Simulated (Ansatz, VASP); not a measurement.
GaN in VASP and in Ansatz

```xyz
10
Lattice="3.2163 0.0000 0.0000 -1.6081 2.7854 0.0000 0.0000 0.0000 33.1608" Properties=species:S:1:pos:R:3 pbc="T T T"
N     0.0000    0.0000   11.0000
N     0.0000    1.8569   13.6261
N     1.6081    0.9285   16.2521
N     0.0000    0.0000   18.8782
N     0.0000    1.8569   21.5043
Ga    0.0000    1.8569   11.6565
Ga    1.6081    0.9285   14.2826
Ga    0.0000    0.0000   16.9086
Ga    0.0000    1.8569   19.5347
Ga    1.6081    0.9285   22.1608
```

Alike in both runs: task single point; functional PBE; k mesh 9 × 9 × 1; occupations gaussian, width 0.05 eV; no spin polarisation.

|  | VASP | Ansatz |
| --- | --- | --- |
| version | VASP 6.6.1 | Ansatz 0.2.0 |
| potentials or method | VASP PAW PBE potentials, release 64 (N, Ga_d), cutoff 520 eV | scalar-relativistic, plane waves, PAW |
| valence electrons in the cell | 90 | 90 |

|  | VASP | Ansatz | Ansatz less VASP |
| --- | --- | --- | --- |
| gap on the k mesh at the Fermi level (eV) | none | none | - |
| rms of the force components (eV/Å) | 0.549 | 0.551 | +0.0017 |

A gap of «none» marks a metal or a gap that the smearing closes. The functional is the same, so the differences come from potentials, cutoffs and numerics. Ansatz's warnings: xc potential rough in thin density.
